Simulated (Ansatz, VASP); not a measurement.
**LuB2Os2 in VASP and in Ansatz**

Contents of POSCAR:

```
LuB2Os2
1.0
    0.0000000000      3.7867130000      0.0000000000
    3.7867130000      0.0000000000      0.0000000000
    1.8933560000      1.8933560000     -4.3998010000
Os Lu B
2 1 2
Direct
    0.7500000000      0.2500000000      0.5000000000
    0.2500000000      0.7500000000      0.5000000000
    0.0000000000      0.0000000000      0.0000000000
    0.3750000000      0.3750000000      0.2500000000
    0.6250000000      0.6250000000      0.7500000000
```

INCAR.step1

```
PREC = Accurate
ENCUT = 660
ISMEAR = -1
SIGMA = 0.1
LREAL = False
LASPH = True
NELM = 120
NBANDS = 32
GGA = PE
ALGO = Normal
EDIFF = 1E-5
LWAVE = True
LCHARG = False
GGA_COMPAT = False
```

INCAR.step2

```
PREC = Accurate
ENCUT = 660
EDIFF = 1E-6
ISMEAR = -1
SIGMA = 0.1
LREAL = False
LASPH = True
NELM = 120
ALGO = Normal
ISIF = 2
LWAVE = False
LCHARG = True
METAGGA = R2SCAN
LMIXTAU = True
LELF = True
LVHAR = True
NBANDS = 32
ISTART = 1
GGA_COMPAT = False
```

The input KPOINTS:

```
regular mesh
0
Gamma
  5 5 5
```

Input for Ansatz:

```yaml
crystal:
  lattice:
    - [0.0, 3.786713, 0.0]
    - [3.786713, 0.0, 0.0]
    - [1.893356, 1.893356, -4.399801]
  atoms:
    - { symbol: Os, position: [0.75, 0.25, 0.5] }
    - { symbol: Os, position: [0.25, 0.75, 0.5] }
    - { symbol: Lu, position: [0.0, 0.0, 0.0] }
    - { symbol: B, position: [0.375, 0.375, 0.25] }
    - { symbol: B, position: [0.625, 0.625, 0.75] }
  symmetry: { tolerance: 0.0003 }
kpoints:
  mp_grid: { grid: [5, 5, 5], shift: [0, 0, 0] }
magnetization:
  spin_polarized: false
scf:
  occupations: { method: fermi_dirac }
hamiltonian:
  pseudopotentials: { kind: paw }
  xc: r2scan
basis:
  ecutwfc: 500
output:
  forces: true
  stress: true
  eigenvalues: true
```

Alike in both runs: task single point; functional r2SCAN; k mesh 5 × 5 × 5; no spin polarisation.

|  | VASP | Ansatz |
| --- | --- | --- |
| version | VASP 6.6.1 | Ansatz 0.2.0 |
| potentials or method | VASP PAW PBE potentials, release 64 (Os, Lu, B), cutoff 660 eV | PAW plane waves |
| occupations | fermi-dirac, width 0.1 eV | fermi-dirac |
| valence electrons in the cell | 47 | 63 |

```tsv
	VASP	Ansatz	Ansatz less VASP
gap on the k mesh at the Fermi level (eV)	none	none	-
pressure (GPa)	12.0	10.3	-1.79
traceless stress, the component that is largest in VASP (GPa)	4.16	4.62	+0.463
rms of the force components (eV/Å)	0.191	0.161	-0.0300
```

VASP's potentials were made for PBE, not for r2SCAN. Atom by atom the forces differ by 0.030 eV/Å (rms over components). A gap of «none» marks a metal or a gap that the smearing closes. VASP's potentials hold 47 valence electrons a cell and Ansatz's 63, so a difference there can come from the potentials and not from the codes.

The k mesh is coarse, so the values compare programs but aren't converged. Neither program's run includes spin-orbit coupling.
